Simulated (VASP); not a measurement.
# PbS: single point with r2SCAN

PbS:

```
CELL_PARAMETERS angstrom
2.01340 1.16244 3.45087
-2.01340 1.16244 3.45087
0.00000 -2.32487 3.45087
ATOMIC_POSITIONS crystal
Pb 0.97815 0.97815 0.97815
S 0.47745 0.47745 0.47745
```

```yaml
Program: VASP 6.6.1
Task: single point
Functional: r2SCAN
Potentials_or_basis: VASP PAW PBE potentials, release 64 (Pb_d, S)
Cutoff: 520 eV
k_mesh: 9 × 9 × 9
Occupations: gaussian, width 0.05 eV
Spin: no spin polarisation
Dipole_correction: no
Further_INCAR_settings: ALGO = Normal; EDIFF = 1e-06; NBANDS = 17
```

```
Pressure      : 6.6 GPa
Largest force : 0.007 eV/Å
```

Forces on the atoms (eV/Å):
```
Pb   0.000  0.000 -0.007
S    0.000  0.000  0.007
```

Stress tensor (GPa, compression positive):
```
7.30 0.00 0.00
0.00 7.30 0.00
0.00 0.00 5.35
```

Levels at points of the mesh, in eV from the Fermi level:
| k point | band 7 | band 8 | band 9 | band 10 | band 11 | band 12 | band 13 | band 14 |
| --- | --- | --- | --- | --- | --- | --- | --- | --- |
| (0.00, 0.00, 0.00) | -6.31 | -3.34 | -2.93 | -2.93 | 5.44 | 5.44 | 5.47 | 6.19 |

Run time: 86 s on 1 thread of Intel(R) Xeon(R) 6975P-C (Granite Rapids), with other jobs on the host, peak memory 0.23 GiB.

Caveat: this odd mesh misses L, so gap, dielectric constants and Born charges aren't listed; the cell stands under pressure; the PAW data sets were made with another functional, which shifts forces and pressure a little; spin-orbit coupling is left out, which moves the levels of the heavy elements.
